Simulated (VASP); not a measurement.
**Au: relaxation of cell and atoms with r2SCAN**

The system is Au.

```
Au
1.0
     1.38448   -2.48117    0.00000
     1.38448    2.48117    0.00000
     0.00000    0.00000    4.71641
Au
2
Cartesian
  1.3845 -0.8094 1.1791
  1.3845 0.8094 3.5373
```

```yaml
Program: VASP 6.6.1
Task: relaxation of cell and atoms
Functional: r2SCAN
Potentials_or_basis: VASP PAW PBE potentials, release 64 (Au)
Cutoff: 600 eV
k_mesh: 16 × 16 × 10
Occupations: gaussian, width 0.1 eV
Spin: no spin polarisation
Target_pressure: 15 GPa
Dipole_correction: no
Further_INCAR_settings: ALGO = Normal; EDIFF = 1e-06; IBRION = 2; EDIFFG = -0.008; NSW = 70; ISIF = 3
```

```json
{
 "Relaxed volume": "16.29 Å³/atom",
 "Relaxed cell": "a = 2.845 Å, b = 2.845 Å, c = 4.717 Å, α = 90.00°, β = 90.00°, γ = 121.46°",
 "Space group after relaxing (to 0.1 Å)": "Cmcm (No. 63)",
 "Energy change on relaxing (the run minimises the enthalpy)": "-8.8 meV/atom",
 "Ionic steps": "6",
 "Pressure after relaxing": "15.0 GPa",
 "Band gap on the k mesh": "zero (bands 11 and 12 overlap by 7.28 eV)"
}
```

Stress tensor (GPa, compression positive):
```
15.02  0.00  0.00
 0.00 14.96  0.00
 0.00  0.00 15.06
```

The path:
| step | energy change (eV) | largest force (eV/Å) | pressure (GPa) | volume (Å³) |
| --- | --- | --- | --- | --- |
| 1 | 0.0000 | 0.0063 | 16.35 | 32.40 |
| 2 | -0.0565 | 0.0005 | 11.77 | 33.05 |
| 3 | -0.0188 | 0.0042 | 14.94 | 32.59 |
| 4 | -0.0191 | 0.0041 | 14.91 | 32.60 |
| 5 | -0.0180 | 0.0012 | 14.97 | 32.59 |
| 6 | -0.0176 | 0.0008 | 15.01 | 32.58 |

Final structure:
```
Au
1.0
     1.39123   -2.48215    0.00000
     1.39123    2.48215    0.00000
     0.00000    0.00000    4.71737
Au
2
Direct
  0.66304 0.33696 0.25000
  0.33696 0.66304 0.75000
```

Levels at points of the mesh, in eV from the Fermi level:
```tsv
k point	band 7	band 8	band 9	band 10	band 11	band 12	band 13	band 14	band 15
(0.00, 0.00, 0.00)	-4.55	-4.11	-3.89	-2.48	-2.42	-1.17	3.09	15.32	16.66
(0.50, 0.00, 0.00)	-4.00	-2.19	-2.08	-1.88	0.46	1.90	6.32	7.87	8.29
(0.50, 0.50, 0.00)	-4.23	-2.17	-2.14	-1.92	0.35	1.49	6.14	7.81	7.88
(0.00, 0.00, 0.50)	-4.95	-4.95	-3.03	-3.03	-2.89	-2.89	11.61	11.61	15.67
(0.50, 0.00, 0.50)	-2.72	-2.72	-1.95	-1.95	0.61	0.61	4.54	4.54	14.26
(0.50, 0.50, 0.50)	-2.61	-2.61	-2.03	-2.03	0.24	0.24	4.20	4.20	13.92
```

It took 19 min on 4 MPI ranks on Oxide Virtual Turin-like Processor, on a shared host, peak memory 0.33 GiB a rank.

Caveat: the cell is relaxed towards a set pressure, so the run minimises the enthalpy, not the energy; the PAW data sets were made with another functional, which shifts forces and pressure a little; spin-orbit coupling is left out, which moves the levels of the heavy elements.
